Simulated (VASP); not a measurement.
Input of a VASP 6.6.1 run:

The input INCAR:

```
ALGO = Normal
EDIFF = 1E-6
ENCUT = 520
GGA = CA
GGA_COMPAT = F
ISIF = 2
ISMEAR = -1
LASPH = T
LCHARG = T
LORBIT = 11
LORBMOM = T
LREAL = F
LSORBIT = T
LVHAR = T
LWAVE = F
MAGMOM = 0 0 0
NBANDS = 20
NELM = 150
PREC = Accurate
SIGMA = 0.1
```

Contents of KPOINTS:

```
k-points
0
Gamma
  9 9 9
```

File POSCAR:

```
K
1.0
    0.0000000000      3.1863885308      3.1863885308
    3.1863885308      0.0000000000      3.1863885308
    3.1863885308      3.1863885308      0.0000000000
K
1
Direct
    0.0000000000      0.0000000000      0.0000000000
```

Potentials or basis: VASP PAW LDA potentials, release 64 (K_sv).

Command:

```sh
$ cat potpaw_LDA.64/K_sv/POTCAR > POTCAR
$ mpirun -np 1 vasp_ncl > vasp.out
```

Task: Estimate the net moment.

Result: 0.00 μB per cell.

Task: Estimate the pressure.

Result: 0.0 GPa.

Moments on the atoms (μB; x, y, z):
```
K   0.00 0.00 0.00
```
